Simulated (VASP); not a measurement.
# SiC (zincblende type) (F-43m) in VASP: further runs, part 2 of 2

VASP 6.6.1. The steps go on from the part before.

## Step 5: Single point, LDA (volume scaled by 0.72)

Input file INCAR:

```
PREC     = Accurate       # precision mode
ENCUT    = 520            # plane-wave cutoff, eV
EDIFF    = 1E-6           # SCF threshold, eV
ISMEAR   = -1             # smearing method
SIGMA    = 0.05           # smearing width, eV
LREAL    = False          # projectors in reciprocal space
LASPH    = True           # aspherical terms in the spheres
NELM     = 100            # most SCF steps
ALGO     = Normal         # electronic algorithm
ISIF     = 2              # what is computed and relaxed
LWAVE    = False          # write WAVECAR
LCHARG   = False          # write CHGCAR
GGA      = CA             # functional
NBANDS   = 11             # bands
```

Input file KPOINTS:

```
Automatic mesh
0
Gamma
  17 17 17
```

Input file POSCAR:

```
SiC
1.0
    0.0000000000      1.9399382913      1.9399382913
    1.9399382913      0.0000000000      1.9399382913
    1.9399382913      1.9399382913      0.0000000000
Si C
1 1
Direct
    0.0000000000      0.0000000000      0.0000000000
    0.2500000000      0.2500000000      0.2500000000
```

Potentials or basis: VASP PAW LDA potentials, release 64 (Si, C).

On the command line:

```console
$ cat potpaw_LDA.64/Si/POTCAR potpaw_LDA.64/C/POTCAR > POTCAR
$ mpirun -np 1 vasp_std > vasp.out
```

OUTCAR:

```text
PREC = Accurate
   ENCUT = 520
   EDIFF = 1E-6
   ISMEAR = -1
   LREAL = False
   LASPH = True
   NELM = 100
   ISIF = 2
   GGA = CA

 ion  position               nearest neighbor table
   1  0.000  0.000  0.000-   2 1.68   2 1.68   2 1.68   2 1.68
   2  0.250  0.250  0.250-   1 1.68   1 1.68   1 1.68   1 1.68

  LATTYP: Found a face centered cubic cell.
 ALAT       =     3.8798765826

  Lattice vectors:

 A1 = (   0.0000000000,   1.9399382913,   1.9399382913)
 A2 = (   1.9399382913,   0.0000000000,   1.9399382913)
 A3 = (   1.9399382913,   1.9399382913,   0.0000000000)

Analysis of symmetry for initial positions (statically):
=====================================================================
 Subroutine PRICEL returns:
 Original cell was already a primitive cell.

 Routine SETGRP: Setting up the symmetry group for a
 face centered cubic supercell.

 Subroutine GETGRP returns: Found 24 space group operations
 (whereof 24 operations were pure point group operations)
 out of a pool of 48 trial point group operations.

The static configuration has the point symmetry T_d .

Analysis of symmetry for dynamics (positions and initial velocities):
=====================================================================
 Subroutine PRICEL returns:
 Original cell was already a primitive cell.

 Routine SETGRP: Setting up the symmetry group for a
 face centered cubic supercell.

 Subroutine GETGRP returns: Found 24 space group operations
 (whereof 24 operations were pure point group operations)
 out of a pool of 48 trial point group operations.

The dynamic configuration has the point symmetry T_d .

 Subroutine INISYM returns: Found 24 space group operations
 (whereof 24 operations are pure point group operations),
 and found     1 'primitive' translations

----------------------------------------------------------------------------------------

                                     Primitive cell

  volume of cell :      14.6014

  direct lattice vectors                    reciprocal lattice vectors
     0.000000000  1.939938291  1.939938291    -0.257740157  0.257740157  0.257740157
     1.939938291  0.000000000  1.939938291     0.257740157 -0.257740157  0.257740157
     1.939938291  1.939938291  0.000000000     0.257740157  0.257740157 -0.257740157

  length of vectors
     2.743487042  2.743487042  2.743487042     0.446419047  0.446419047  0.446419047

  position of ions in fractional coordinates (direct lattice)
     0.000000000  0.000000000  0.000000000
     0.250000000  0.250000000  0.250000000

  ion indices of the primitive-cell ions
   primitive index   ion index
                 1           1
                 2           2

----------------------------------------------------------------------------------------

 KPOINTS: Automatic mesh

Automatic generation of k-mesh.
 Grid dimensions read from file:
 generate k-points for:   17   17   17

 Generating k-lattice:

  Cartesian coordinates                     Fractional coordinates (reciprocal lattice)
    -0.015161186  0.015161186  0.015161186     0.058823529  0.000000000  0.000000000
     0.015161186 -0.015161186  0.015161186     0.000000000  0.058823529  0.000000000
     0.015161186  0.015161186 -0.015161186     0.000000000  0.000000000  0.058823529

  Length of vectors
     0.026259944  0.026259944  0.026259944

  Shift w.r.t. Gamma in fractional coordinates (k-lattice)
     0.000000000  0.000000000  0.000000000

 Subroutine IBZKPT returns following result:
 ===========================================

 Found    165 irreducible k-points:

 Following reciprocal coordinates:
            Coordinates               Weight
  0.000000  0.000000  0.000000      1.000000
  0.058824  0.000000  0.000000      8.000000
  0.117647  0.000000  0.000000      8.000000
  0.176471  0.000000  0.000000      8.000000
  0.235294  0.000000  0.000000      8.000000
  0.294118  0.000000  0.000000      8.000000
[... 16 lines left out ...]
 -0.176471  0.058824  0.000000     24.000000
 -0.117647  0.058824  0.000000     24.000000
 [... further k-points ...]
   k-points           NKPTS =    165   k-points in BZ     NKDIM =    165   number of bands    NBANDS=     11
   number of dos      NEDOS =    301   number of ions     NIONS =      2
   total plane-waves  NPLWV =   8000
   dimension x,y,z NGX =    20 NGY =   20 NGZ =   20
   dimension x,y,z NGXF=    40 NGYF=   40 NGZF=   40
   ions per type =               1   1
   NGX,Y,Z   is equivalent  to a cutoff of  12.12, 12.12, 12.12 a.u.
   NGXF,Y,Z  is equivalent  to a cutoff of  24.24, 24.24, 24.24 a.u.
 SYSTEM =  unknown system
   PREC   = accura    normal or accurate (medium, high low for compatibility)
   ISTART =      0    job   : 0-new  1-cont  2-samecut
   ICHARG =      2    charge: 1-file 2-atom 10-const
   ISPIN  =      1    spin polarized calculation?
   LNONCOLLINEAR =      F non collinear calculations
   LSORBIT =      F    spin-orbit coupling
   LASPH  =      T    aspherical Exc in radial PAW
   ENCUT  =  520.0 eV  38.22 Ry    6.18 a.u.   5.10  5.10  5.10*2*pi/ulx,y,z
   NELM   =    100;   NELMIN=  2; NELMDL= -5     # of ELM steps
   EDIFF  = 0.1E-05   stopping-criterion for ELM
   LREAL  =      F    real-space projection
   EDIFFG = 0.1E-04   stopping-criterion for IOM
   NSW    =      0    number of steps for IOM
   IBRION =     -1    ionic relax: 0-MD 1-quasi-New 2-CG
   NFREE  =      0    steps in history (QN), initial steepest desc. (CG)
   ISIF   =      2    stress and relaxation
   ISYM   =      2    0-nonsym 1-usesym 2-fastsym
   POTIM  = 0.5000    time-step for ionic-motion
   TEBEG  =    0.0;   TEEND  =   0.0 temperature during run
   PSTRESS=    0.0 pullay stress
   NELECT =       8.0000    total number of electrons
   NUPDOWN=      -1.0000    fix difference up-down
   EMIN   =  10.00;   EMAX   =-10.00  energy-range for DOS
   EFERMI =   0.00;   METHOD = LEGACY
   ISMEAR =    -1;   SIGMA  =   0.05  broadening in eV -4-tet -1-fermi 0-gaus
   EFERMI_NEDOS =   21; number of points for ismear=-14 and -15
   IALGO  =     38    algorithm
   IMIX   =      4    mixing-type and parameters
     AMIX     =   0.40;   BMIX     =  1.00
     AMIX_MAG =   1.60;   BMIX_MAG =  1.00
  volume/ion in A,a.u.               =       7.30        49.27
  Fermi-wavevector in a.u.,A,eV,Ry     =   1.339595  2.531468 24.415863  1.794515
  Thomas-Fermi vector in A             =   2.467975
   LORBIT       =      0    0 simple, 1 ext, 2 COOP (PROOUT), +10 PAW based schemes
   GGA     = CA    functional components
   LHFCALC =     F    Hartree Fock is set to
   AEXX    =    0.0000 exact exchange contribution
   IVDW    =     0    specifies the selected vdW correction
   LEPSILON=     F    determine dielectric tensor
   LRPA    =     F    only Hartree local field effects (RPA)
 non-spin polarized calculation
  energy-cutoff  :      520.00
  volume of cell :       14.60
 maximum number of plane-waves:       411
   NGX = 11   NGY = 11   NGZ = 11

 number of electron       8.0000001 magnetization

 Free energy of the ion-electron system (eV)
  ---------------------------------------------------
  ext. energy  EPLUGINS =         0.00000000
  ---------------------------------------------------
  free energy    TOTEN  =       -14.71221960 eV

  energy without entropy =      -14.71221925  energy(sigma->0) =      -14.71221942

 E-fermi :  13.0759     XC(G=0): -13.1121

 val. band max:       12.5399625038   @ k =  -0.0588   0.0588   0.0000
 cond. band min:      13.5247695662   @ k =   0.4706   0.4706   0.0000
 fundamental gap:      0.9848070624
 Fermi energy:        13.0758617444

 k-point     1 :       0.0000    0.0000    0.0000
  band No.  band energies     occupation
      1      -5.7479      2.00000
      2      12.5314      1.99996
      3      12.5314      1.99996
      4      12.5314      1.99996
      5      22.6115      0.00000
      6      22.6115      0.00000
      7      22.6115      0.00000
      8      23.1261      0.00000
      9      29.2587      0.00000
     10      29.2587      0.00000
     11      32.8345      0.00000
[... 309 lines left out ...]
 k-point    24 :      -0.1176    0.0588    0.0000
  band No.  band energies     occupation
      1      -5.1915      2.00000
      2      10.6053      2.00000
      3      11.7690      2.00000
      4      12.4880      1.99998
      5      22.1836      0.00000
      6      22.9434      0.00000
      7      23.3416      0.00000
      8      24.2516      0.00000
      9      26.5036      0.00000
     10      28.2902      0.00000
     11      32.2392      0.00000

 [... further k-points ...]
[... 5 lines left out ...]
  --------------------------------------------------------------------------------------
  -------------------------------------------------------------------------------------
  Total       12.7802291     12.7802291     12.7802291      0.0000000      0.0000000     -0.0000000
  in kB     1402.3469659   1402.3469659   1402.3469659      0.0000000      0.0000000     -0.0000000
  external PRESSURE =    1402.3469659 kB  Pullay stress =       0.0000000 kB

 VOLUME and BASIS-vectors are now :
 -----------------------------------------------------------------------------
  energy-cutoff  :      520.00
  volume of cell :       14.60
      direct lattice vectors                 reciprocal lattice vectors
     0.000000000  1.939938291  1.939938291    -0.257740157  0.257740157  0.257740157
     1.939938291  0.000000000  1.939938291     0.257740157 -0.257740157  0.257740157
     1.939938291  1.939938291  0.000000000     0.257740157  0.257740157 -0.257740157

 POSITION                                       TOTAL-FORCE (eV/Angst)
 -----------------------------------------------------------------------------------
      0.00000      0.00000      0.00000        -0.000000     -0.000000     -0.000000
      0.96997      0.96997      0.96997         0.000000      0.000000      0.000000
 -----------------------------------------------------------------------------------
    total drift:                                0.000000      0.000000      0.000000

  FREE ENERGIE OF THE ION-ELECTRON SYSTEM (eV)
  ---------------------------------------------------
  free  energy   TOTEN  =       -14.7122195987 eV

  energy  without entropy=      -14.7122192452  energy(sigma->0) =      -14.71221942
```

Run time: 11 s. Hardware: 1 thread of Intel Xeon 6975P-C, shared host; peak memory 0.13 GiB.

Results:

```yaml
Free_energy: -14.7122 eV
Pressure: 140.2 GPa
Band_gap_on_the_k_mesh: 0.98 eV, indirect (least direct gap 4.80 eV)
```

 A k mesh can miss the band edges.

## Step 6: Single point, LDA (volume scaled by 0.72, partial waves polarizable)

Input file INCAR:

```
SYSTEM = SiC
PREC = Accurate ; ENCUT = 520
EDIFF = 1E-6 ; ISMEAR = -1
SIGMA = 0.05 ; LREAL = .FALSE.
LASPH = .TRUE. ; NELM = 100
ALGO = Normal ; ISIF = 2
LWAVE = .FALSE. ; LCHARG = .FALSE.
GGA = CA ; NBANDS = 11
```

Input file KPOINTS:

```
Automatic mesh
0
G
  17 17 17
  0 0 0
```

POSCAR is that of step 5.

Potentials or basis: VASP PAW LDA potentials, release 64 (Si, C).

On the command line:

```console
$ cat potpaw_LDA.64/Si/POTCAR potpaw_LDA.64/C/POTCAR > POTCAR
$ mpirun -np 1 vasp_std > vasp.out
```

OUTCAR:

```text
SYSTEM = SiC
   PREC = Accurate
   ENCUT = 520
   EDIFF = 1E-6
   ISMEAR = -1
   LREAL = .FALSE.
   LASPH = .TRUE.
   NELM = 100
   ISIF = 2
   GGA = CA

 ion  position               nearest neighbor table
   1  0.000  0.000  0.000-   2 1.68   2 1.68   2 1.68   2 1.68
   2  0.250  0.250  0.250-   1 1.68   1 1.68   1 1.68   1 1.68

  LATTYP: Found a face centered cubic cell.
 ALAT       =     3.8798765826

  Lattice vectors:

 A1 = (   0.0000000000,   1.9399382913,   1.9399382913)
 A2 = (   1.9399382913,   0.0000000000,   1.9399382913)
 A3 = (   1.9399382913,   1.9399382913,   0.0000000000)

Analysis of symmetry for initial positions (statically):
=====================================================================
 Subroutine PRICEL returns:
 Original cell was already a primitive cell.

 Routine SETGRP: Setting up the symmetry group for a
 face centered cubic supercell.

 Subroutine GETGRP returns: Found 24 space group operations
 (whereof 24 operations were pure point group operations)
 out of a pool of 48 trial point group operations.

The static configuration has the point symmetry T_d .

Analysis of symmetry for dynamics (positions and initial velocities):
=====================================================================
 Subroutine PRICEL returns:
 Original cell was already a primitive cell.

 Routine SETGRP: Setting up the symmetry group for a
 face centered cubic supercell.

 Subroutine GETGRP returns: Found 24 space group operations
 (whereof 24 operations were pure point group operations)
 out of a pool of 48 trial point group operations.

The dynamic configuration has the point symmetry T_d .

 Subroutine INISYM returns: Found 24 space group operations
 (whereof 24 operations are pure point group operations),
 and found     1 'primitive' translations

----------------------------------------------------------------------------------------

                                     Primitive cell

  volume of cell :      14.6014
[... 110 lines left out ...]
  volume/ion in A,a.u.               =       7.30        49.27
  Fermi-wavevector in a.u.,A,eV,Ry     =   1.339595  2.531468 24.415863  1.794515
  Thomas-Fermi vector in A             =   2.467975
   LORBIT       =      0    0 simple, 1 ext, 2 COOP (PROOUT), +10 PAW based schemes
   GGA     = CA    functional components
   LHFCALC =     F    Hartree Fock is set to
   AEXX    =    0.0000 exact exchange contribution
   IVDW    =     0    specifies the selected vdW correction
   LEPSILON=     F    determine dielectric tensor
   LRPA    =     F    only Hartree local field effects (RPA)
 non-spin polarized calculation
  energy-cutoff  :      520.00
  volume of cell :       14.60
 maximum number of plane-waves:       411
   NGX = 11   NGY = 11   NGZ = 11

 number of electron       8.0000001 magnetization

 Free energy of the ion-electron system (eV)
  ---------------------------------------------------
  ext. energy  EPLUGINS =         0.00000000
  ---------------------------------------------------
  free energy    TOTEN  =       -14.71221960 eV

  energy without entropy =      -14.71221925  energy(sigma->0) =      -14.71221942

 E-fermi :  13.0759     XC(G=0): -13.1121

 val. band max:       12.5399625038   @ k =  -0.0588   0.0588   0.0000
 cond. band min:      13.5247695662   @ k =   0.4706   0.4706   0.0000
 fundamental gap:      0.9848070624
 Fermi energy:        13.0758617444

 k-point     1 :       0.0000    0.0000    0.0000
  band No.  band energies     occupation
      1      -5.7479      2.00000
      2      12.5314      1.99996
      3      12.5314      1.99996
      4      12.5314      1.99996
      5      22.6115      0.00000
      6      22.6115      0.00000
      7      22.6115      0.00000
      8      23.1261      0.00000
      9      29.2587      0.00000
     10      29.2587      0.00000
     11      32.8345      0.00000
[... 309 lines left out ...]
 k-point    24 :      -0.1176    0.0588    0.0000
  band No.  band energies     occupation
      1      -5.1915      2.00000
      2      10.6053      2.00000
      3      11.7690      2.00000
      4      12.4880      1.99998
      5      22.1836      0.00000
      6      22.9434      0.00000
      7      23.3416      0.00000
      8      24.2516      0.00000
      9      26.5036      0.00000
     10      28.2902      0.00000
     11      32.2392      0.00000

 [... further k-points ...]
[... 5 lines left out ...]
  --------------------------------------------------------------------------------------
  -------------------------------------------------------------------------------------
  Total       12.7802291     12.7802291     12.7802291      0.0000000      0.0000000     -0.0000000
  in kB     1402.3469659   1402.3469659   1402.3469659      0.0000000      0.0000000     -0.0000000
  external PRESSURE =    1402.3469659 kB  Pullay stress =       0.0000000 kB

 VOLUME and BASIS-vectors are now :
 -----------------------------------------------------------------------------
  energy-cutoff  :      520.00
  volume of cell :       14.60
      direct lattice vectors                 reciprocal lattice vectors
     0.000000000  1.939938291  1.939938291    -0.257740157  0.257740157  0.257740157
     1.939938291  0.000000000  1.939938291     0.257740157 -0.257740157  0.257740157
     1.939938291  1.939938291  0.000000000     0.257740157  0.257740157 -0.257740157

 POSITION                                       TOTAL-FORCE (eV/Angst)
 -----------------------------------------------------------------------------------
      0.00000      0.00000      0.00000        -0.000000     -0.000000     -0.000000
      0.96997      0.96997      0.96997         0.000000      0.000000      0.000000
 -----------------------------------------------------------------------------------
    total drift:                                0.000000      0.000000      0.000000

  FREE ENERGIE OF THE ION-ELECTRON SYSTEM (eV)
  ---------------------------------------------------
  free  energy   TOTEN  =       -14.7122195987 eV

  energy  without entropy=      -14.7122192452  energy(sigma->0) =      -14.71221942
```

OSZICAR:

```text
N       E                     dE             d eps       ncg     rms          rms(c)
DAV:   1     0.141597524451E+01    0.14160E+01   -0.43083E+03  3953   0.635E+02
DAV:   2    -0.176466578782E+02   -0.19063E+02   -0.18226E+02  4466   0.119E+02
DAV:   3    -0.180743308414E+02   -0.42767E+00   -0.42705E+00  4379   0.138E+01
DAV:   4    -0.180754254073E+02   -0.10946E-02   -0.10945E-02  4128   0.910E-01
DAV:   5    -0.180754286324E+02   -0.32251E-05   -0.32246E-05  4433   0.447E-02    0.139E+01
DAV:   6    -0.149727565794E+02    0.31027E+01   -0.81805E+00  4011   0.146E+01    0.655E+00
DAV:   7    -0.147336424595E+02    0.23911E+00   -0.10375E+00  4312   0.582E+00    0.263E+00
DAV:   8    -0.147124946438E+02    0.21148E-01   -0.32604E-02  3990   0.120E+00    0.205E-01
DAV:   9    -0.147122217598E+02    0.27288E-03   -0.13542E-03  4340   0.228E-01    0.125E-01
DAV:  10    -0.147122194324E+02    0.23274E-05   -0.66512E-05  4059   0.538E-02    0.375E-02
DAV:  11    -0.147122195987E+02   -0.16635E-06   -0.94558E-07  3303   0.784E-03
   1 F= -.14712220E+02 E0= -.14712219E+02  d E =-.353542E-06
```

Wall time 9.1 s (1 thread of Intel Xeon 6975P-C, shared host); peak memory 0.13 GiB.

Results:

```yaml
Free_energy: -14.7122 eV
Pressure: 140.2 GPa
Band_gap_on_the_k_mesh: 0.98 eV, indirect (least direct gap 4.80 eV)
```

Levels at points of the mesh, in eV from the valence-band top:
```
           k point  band 2  band 3  band 4  band 5  band 6  band 7
(0.00, 0.00, 0.00)   -0.01   -0.01   -0.01   10.07   10.07   10.07
```

## Step 7: The runs side by side

```csv
task,cell,cutoff (eV),gap on the mesh (eV),pressure (GPa)
relaxation of cell and atoms,"relaxed from a = 3.057 Å, angles 60.0°, 2 atoms",600,1.33,0.0
single point,"a = 2.508 Å, angles 60.0°, 2 atoms",520,0.60,411.6
single point,"a = 2.638 Å, angles 60.0°, 2 atoms",520,0.83,235.3
single point,"a = 2.743 Å, angles 60.0°, 2 atoms",520,0.98,140.2
```

Alike in all rows: level LDA; potentials or basis VASP PAW LDA potentials, release 64 (Si, C); no spin polarisation; k mesh 17 × 17 × 17; smearing fermi-dirac 0.05 eV.

Absolute energies hang on the potentials; compare differences alone.
